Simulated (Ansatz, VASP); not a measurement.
**Two plane-wave programs on NaI**

The input POSCAR:

```
NaI
1.0
    4.0405366932      0.0428296889      0.0000000000
    0.0428296889      4.0405366932      0.0000000000
    0.0000000000      0.0000000000      4.0405366932
Na I
1 1
Direct
    0.0000000000      0.0000000000      0.0000000000
    0.5000000000      0.5000000000      0.5000000000
```

File INCAR.step1:

```
PREC     = Accurate       # precision mode
ENCUT    = 520            # plane-wave cutoff, eV
ISMEAR   = 0              # smearing method
SIGMA    = 0.01           # smearing width, eV
LREAL    = F              # projectors in reciprocal space
LASPH    = T              # aspherical terms in the spheres
NELM     = 100            # most SCF steps
NBANDS   = 14             # bands
GGA      = PE             # functional
ALGO     = Normal         # electronic algorithm
EDIFF    = 1E-4           # SCF threshold, eV
LWAVE    = T              # write WAVECAR
LCHARG   = F              # write CHGCAR
```

INCAR.step2

```
PREC     = Accurate       # precision mode
ENCUT    = 520            # plane-wave cutoff, eV
EDIFF    = 1E-7           # SCF threshold, eV
ISMEAR   = 0              # smearing method
SIGMA    = 0.01           # smearing width, eV
LREAL    = F              # projectors in reciprocal space
LASPH    = T              # aspherical terms in the spheres
NELM     = 100            # most SCF steps
ALGO     = Normal         # electronic algorithm
ISIF     = 2              # what is computed and relaxed
LWAVE    = F              # write WAVECAR
LCHARG   = T              # write CHGCAR
METAGGA  = R2SCAN         # meta-GGA
LMIXTAU  = T            
LELF     = T              # ELF
LVHAR    = T            
NBANDS   = 14             # bands
ISTART   = 1
```

The input KPOINTS:

```
Automatic mesh
0
Gamma
  6 6 6
```

Input for Ansatz:

```yaml
crystal:
  lattice:
    - [4.0405366932, 0.0428296889, 0.0]
    - [0.0428296889, 4.0405366932, 0.0]
    - [0.0, 0.0, 4.0405366932]
  atoms:
    - { symbol: Na, position: [0.0, 0.0, 0.0] }
    - { symbol: I, position: [0.5, 0.5, 0.5] }
kpoints:
  mp_grid: { grid: [6, 6, 6] }
  band_path:
    path: [[0.0, 0.0, 0.0], [0.0, 0.5, 0.0], [0.5, 0.5, 0.0], [0.5, 0.5, 0.5]]
    npoints: 1
hamiltonian:
  xc: r2scan
scf:
  occupations: { method: fixed }
  n_extra_bands: 4
output:
  forces: true
  stress: true
  eigenvalues: true
```

Change from the starting cell: shear_xy strain +2.1%.

Alike in both runs: task single point; functional r2SCAN; k mesh 6 × 6 × 6; no spin polarisation.

```csv
,VASP,Ansatz
version,VASP 6.6.1,Ansatz 0.2.0
potentials or method,"VASP PAW PBE potentials, release 64 (Na_pv, I)","plane waves, PAW"
plane-wave cutoff (eV),520,500
occupations,"gaussian, width 0.01 eV",fixed
valence electrons in the cell,14,26
```

```csv
,VASP,Ansatz,Ansatz less VASP
gap on the k mesh at the Fermi level (eV),3.07,3.06,-0.014
pressure (GPa),0.0,0.0,+0.04
"traceless stress, the component that is largest in VASP (GPa)",0.08,0.08,-0.001
```

VASP's potentials were made for PBE, not for r2SCAN. VASP's potentials hold 14 valence electrons a cell and Ansatz's 26, so a difference there can come from the potentials and not from the codes.

Spin-orbit coupling is off throughout.
